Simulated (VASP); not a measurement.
**Si16O (a cell with a defect): single point with PBE**

System: Si16O (a cell with a defect).

```
Si O
1.0
     0.00000    5.43000    5.43000
     5.43000    0.00000    5.43000
     5.43000    5.43000    0.00000
Si O
16 1
Direct
  0.99902 0.00114 0.99695
  0.11616 0.16851 0.07784
  0.95601 0.00894 0.54721
  0.12374 0.12620 0.62755
  0.00432 0.53960 0.94619
  0.12666 0.62768 0.10892
  0.99668 0.50214 0.48444
  0.12961 0.65256 0.57466
  0.47241 0.99512 0.05084
  0.62308 0.12818 0.14066
  0.49720 0.99844 0.51616
  0.58488 0.12079 0.67927
  0.50073 0.50236 0.99987
  0.62925 0.62377 0.12480
  0.50096 0.49582 0.50057
  0.62250 0.62435 0.62537
  0.93464 0.18959 0.31244
```

```
Program             : VASP 6.6.1
Task                : single point
Functional          : PBE
Potentials or basis : VASP PAW PBE potentials, release 64 (Si, O)
Cutoff              : 520 eV
k mesh              : 2 × 2 × 2
Occupations         : gaussian, width 0.02 eV
Spin                : collinear spin, ferromagnetic start
Starting moments    : [0.0, 0.0, 0.0, 0.0, 0.0, 0.0, 0.0, 0.0, 0.0, 0.0, 0.0, 0.0, 0.0, 0.0, 0.0, 0.0, 1.0] μB
```

```json
{"Pressure": "4.3 GPa", "Largest force": "0.057 eV/Å", "Band gap on the k mesh": "0.49 eV", "Net moment": "0.00 μB per cell", "Valence electrons inside the program's atomic spheres": "Si 1.72, 1.69, 1.71, 1.70, 1.68 (each value once); O 5.17"}
```

Forces in eV/Å, atoms in the order of the input:
```
Si  -0.001  0.002  0.004
Si  -0.036 -0.021  0.037
Si   0.021  0.038 -0.037
Si  -0.003  0.001 -0.004
Si   0.002  0.006  0.001
Si  -0.001 -0.002 -0.001
Si  -0.002 -0.003  0.000
Si   0.005  0.001 -0.004
Si  -0.002 -0.005  0.005
Si   0.001  0.001 -0.001
Si   0.003  0.001  0.000
Si  -0.008  0.000  0.000
Si   0.000 -0.002 -0.002
Si  -0.001  0.001 -0.001
Si  -0.001  0.001  0.002
Si   0.001  0.000  0.002
O    0.022 -0.020  0.000
```

Stress tensor (GPa, compression positive):
```
 4.22  1.50 -1.14
 1.50  4.22 -1.15
-1.14 -1.15  4.53
```

Levels at points of the mesh, in eV from the valence-band top:
Spin up:
| k point | band 32 | band 33 | band 34 | band 35 | band 36 | band 37 | band 38 | band 39 |
| --- | --- | --- | --- | --- | --- | --- | --- | --- |
| (0.00, 0.00, 0.00) | -0.92 | -0.32 | -0.06 | 0.00 | 0.49 | 0.79 | 0.82 | 0.99 |
| (0.50, 0.00, 0.00) | -1.22 | -0.80 | -0.62 | -0.54 | 1.32 | 1.43 | 1.59 | 1.71 |
| (0.00, 0.50, 0.00) | -1.22 | -0.80 | -0.61 | -0.54 | 1.32 | 1.43 | 1.59 | 1.71 |
| (0.00, 0.00, 0.50) | -0.75 | -0.66 | -0.66 | -0.06 | 1.16 | 1.46 | 1.55 | 1.57 |
| (0.50, 0.50, 0.50) | -1.22 | -0.76 | -0.63 | -0.56 | 1.21 | 1.47 | 1.61 | 1.67 |
| (0.50, 0.50, 0.00) | -1.36 | -1.33 | -1.02 | -0.94 | 1.43 | 1.48 | 2.31 | 2.41 |
| (0.00, 0.50, 0.50) | -1.43 | -1.26 | -1.18 | -0.50 | 1.28 | 1.47 | 2.33 | 2.41 |
| (0.50, 0.00, 0.50) | -1.43 | -1.26 | -1.18 | -0.49 | 1.28 | 1.47 | 2.33 | 2.41 |
Spin down:
| k point | band 31 | band 32 | band 33 | band 34 | band 35 | band 36 | band 37 | band 38 | band 39 | band 40 |
| --- | --- | --- | --- | --- | --- | --- | --- | --- | --- | --- |
| (0.00, 0.00, 0.00) | -0.96 | -0.92 | -0.32 | -0.06 | 0.00 | 0.49 | 0.79 | 0.82 | 0.99 | 1.18 |
| (0.50, 0.00, 0.00) | -1.44 | -1.22 | -0.80 | -0.62 | -0.54 | 1.32 | 1.43 | 1.59 | 1.71 | 1.80 |
| (0.00, 0.50, 0.00) | -1.44 | -1.22 | -0.80 | -0.61 | -0.54 | 1.32 | 1.43 | 1.59 | 1.71 | 1.80 |
| (0.00, 0.00, 0.50) | -1.41 | -0.75 | -0.66 | -0.66 | -0.06 | 1.16 | 1.46 | 1.55 | 1.57 | 1.72 |
| (0.50, 0.50, 0.50) | -1.47 | -1.22 | -0.76 | -0.63 | -0.56 | 1.21 | 1.47 | 1.61 | 1.67 | 1.73 |
| (0.50, 0.50, 0.00) | -1.44 | -1.36 | -1.33 | -1.02 | -0.94 | 1.43 | 1.48 | 2.31 | 2.41 | 2.55 |
| (0.00, 0.50, 0.50) | -1.50 | -1.43 | -1.26 | -1.18 | -0.50 | 1.28 | 1.47 | 2.33 | 2.41 | 2.51 |
| (0.50, 0.00, 0.50) | -1.50 | -1.43 | -1.26 | -1.18 | -0.49 | 1.28 | 1.47 | 2.33 | 2.41 | 2.51 |

Wall time 8.2 min on 1 thread of Oxide Virtual Turin-like Processor (shared host), peak memory 0.7 GiB.

Caveat: the k points lie up to 0.50 Å⁻¹ apart.
